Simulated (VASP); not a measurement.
Here is a VASP 6.6.1 calculation.

Contents of POSCAR:

```
Mo
1.0
    2.8126072637      0.0000000000      0.0000000000
   -1.4063036318      2.4357893412      0.0000000000
    0.0000000000      0.0000000000      2.4170195880
Mo
1
Direct
    0.0000000000      0.0000000000      0.5000000000
```

INCAR.step1

```
SYSTEM = Mo
PREC = Accurate
ENCUT = 520
ISMEAR = 0
SIGMA = 0.15
LREAL = .False.
LASPH = .True.
NELM = 60
NBANDS = 13
GGA = PE
ALGO = Normal
EDIFF = 1E-4
LWAVE = .True.
LCHARG = .False.
```

INCAR.step2

```
SYSTEM = Mo
PREC = Accurate
ENCUT = 520
EDIFF = 1E-6
ISMEAR = 0
SIGMA = 0.15
LREAL = .False.
LASPH = .True.
NELM = 60
ALGO = Normal
ISIF = 2
LWAVE = .False.
LCHARG = .True.
METAGGA = R2SCAN
LMIXTAU = .True.
LELF = .True.
LVHAR = .True.
NBANDS = 13
ISTART = 1
```

KPOINTS

```
regular mesh
0
Gamma
  24 24 20
  0 0 0
```

Potentials or basis: VASP PAW PBE potentials, release 64 (Mo_sv).

Launch:

```bash
$ cat potpaw_PBE.64/Mo_sv/POTCAR > POTCAR
$ cp INCAR.step1 INCAR
$ mpirun -np 1 vasp_std > vasp.out
$ cp INCAR.step2 INCAR
$ mpirun -np 1 vasp_std > vasp.out
```

Q: Predict the pressure.

A: 2.0 GPa.

Q: What does it give for the band gap on the k mesh?

A: Zero (bands 7 and 8 overlap by 1.66 eV).

Stress tensor (GPa, compression positive):
```
-3.69  0.00  0.00
 0.00 -3.69  0.00
 0.00  0.00 13.38
```

Caveat: the stress differs along the axes, from -4 to 13 GPa; the PAW data sets were made with another functional, which shifts forces and pressure a little.
